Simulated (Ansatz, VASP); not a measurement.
Hf: VASP beside Ansatz

INCAR

```
PREC     = Accurate       # precision mode
ENCUT    = 520            # plane-wave cutoff, eV
EDIFF    = 1E-8           # SCF threshold, eV
ISMEAR   = -1             # smearing method
SIGMA    = 0.05           # smearing width, eV
LREAL    = False          # projectors in reciprocal space
LASPH    = True           # aspherical terms in the spheres
NELM     = 150            # most SCF steps
ALGO     = Normal         # electronic algorithm
ISIF     = 2              # what is computed and relaxed
LWAVE    = False          # write WAVECAR
LCHARG   = False          # write CHGCAR
LNONCOLLINEAR= True           # non-collinear magnetism
MAGMOM   = 0 0 0 0 0 0    # initial moments
LORBIT   = 11             # projections on sites
LSORBIT  = True           # spin-orbit coupling
GGA_COMPAT= False        
LORBMOM  = True         
LMAXMIX  = 4              # l up to which the mixer works
GGA      = PE             # functional
LEFG     = True         
NBANDS   = 32             # bands
```

File KPOINTS:

```
regular mesh
0
Gamma
  13 13 7
```

File POSCAR:

```
Hf
1.0
    3.1966985242      0.0000000000      0.0000000000
   -1.5983492621      2.7684221302      0.0000000000
    0.0000000000      0.0000000000      5.0578000000
Hf
2
Direct
    0.3333333333      0.6666666667      0.2500000000
    0.6666666667      0.3333333333      0.7500000000
```

Input for Ansatz:

```yaml
crystal:
  lattice:
    - [3.1966985242, 0.0, 0.0]
    - [-1.5983492621, 2.7684221302, 0.0]
    - [0.0, 0.0, 5.0578]
  atoms:
    - { symbol: Hf, position: [0.3333333333, 0.6666666667, 0.25] }
    - { symbol: Hf, position: [0.6666666667, 0.3333333333, 0.75] }
kpoints:
  mp_grid: { grid: [13, 13, 7] }
  band_path:
    path:
      - [0.0, 0.0, 0.0]
      - [0.5, 0.0, 0.0]
      - [0.3333333333, 0.3333333333, 0.0]
      - [0.0, 0.0, 0.0]
      - [0.0, 0.0, 0.5]
      - [0.5, 0.0, 0.5]
      - [0.3333333333, 0.3333333333, 0.5]
      - [0.0, 0.0, 0.5]
      - [0.5, 0.0, 0.5]
    npoints: 5
scf:
  occupations: { method: fermi_dirac, width: 0.05 }
hamiltonian:
  xc: pbe
  pseudopotentials: { kind: paw_fr }
output:
  forces: true
  stress: true
  eigenvalues: true
  efg: { contact_densities: true }
magnetization:
  noncollinear: true
  spin_orbit: true
```

Alike in both runs: task electric field gradients; functional PBE; k mesh 13 × 13 × 7; occupations fermi-dirac, width 0.05 eV; non-collinear spin, spin-orbit coupling.

|  | VASP | Ansatz |
| --- | --- | --- |
| version | VASP 6.6.1 | Ansatz 0.2.0 |
| potentials or method | VASP PAW PBE potentials, release 64 (Hf_pv) | PAW with Ansatz's default frozen-core files, fully relativistic files with spin-orbit coupling |
| plane-wave cutoff (eV) | 520 | 420 |
| valence electrons in the cell | 20 | 52 |

|  | VASP | Ansatz | Ansatz less VASP |
| --- | --- | --- | --- |
| pressure (GPa) | 0.0 | 0.5 | +0.47 |
| traceless stress, the component that is largest in VASP (GPa) | -0.10 | -0.05 | +0.052 |
| size of Vzz on the site where it differs most (V/Å²) | 81.3 | 87.7 | +6.35 |

VASP's potentials hold 20 valence electrons a cell and Ansatz's 52, so a difference there can come from the potentials and not from the codes.
